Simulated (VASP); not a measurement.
The system is MnHg.

```
Mn Hg
1.0
     3.28800    0.00000    0.00000
     0.00000    3.28800    0.00000
     0.00000    0.00000    3.31300
Mn Hg
1 1
Direct
  0.50000 0.50000 0.50000
  0.00000 0.00000 0.00000
```

Base run:

* Program: VASP 6.6.1
* Functional: PBE
* Potentials or basis: VASP PAW PBE potentials, release 64 (Mn_pv, Hg)
* Cutoff: 520 eV
* k mesh: 12 × 12 × 12
* Occupations: gaussian, width 0.1 eV
* Spin: collinear spin, ferromagnetic start
* Starting moments: [2.28, -0.08] μB
* Fixed moment: 1.88 μB

Its results: pressure -8.7 GPa; net moment 1.88 μB per cell; site moments Mn +2.06; Hg -0.10 μB.

Problem. The run is repeated on the same cell with these changes: fixed moment from 1.88 μB to none; moments at the start from [2.28, -0.08] to [4.23, 0.0]. What comes out?

Solution. Pressure 2.5 GPa; net moment 3.89 μB per cell; site moments Mn +3.81; Hg -0.06 μB.

Caveats: the cell stands under tension (at least some runs); the total moment is fixed, so each spin has its own Fermi level (at least some runs).
